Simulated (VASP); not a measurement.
Here is a VASP 6.6.1 calculation.

INCAR

```
PREC = Accurate
ENCUT = 750
EDIFF = 1E-6
ISMEAR = 0
SIGMA = 0.05
LREAL = False
LASPH = True
NELM = 120
ALGO = Normal
ISIF = 2
LWAVE = False
LCHARG = True
GGA = PS
IVDW = 12
LELF = True
LVHAR = True
NBANDS = 13
GGA_COMPAT = False
```

Contents of KPOINTS:

```
Automatic mesh
0
Gamma
  8 8 8
```

File POSCAR:

```
Li2S
1.0
    0.0000000000      2.7921296043      2.7921296043
    2.7921296043      0.0000000000      2.7921296043
    2.7921296043      2.7921296043      0.0000000000
Li S
2 1
Direct
    0.2500000000      0.2500000000      0.2500000000
    0.7500000000      0.7500000000      0.7500000000
    0.0000000000      0.0000000000      0.0000000000
```

Potentials or basis: VASP PAW PBE potentials, release 64 (Li_sv, S).

Run with:

```sh
$ cat potpaw_PBE.64/Li_sv/POTCAR potpaw_PBE.64/S/POTCAR > POTCAR
$ mpirun -np 1 vasp_std > vasp.out
```

Task: Predict the pressure.

Result: -1.0 GPa.

Task: Estimate the dispersion energy per atom.

Result: -0.239 eV.

Caveat: the PAW data sets were made with another functional, which shifts forces and pressure a little.
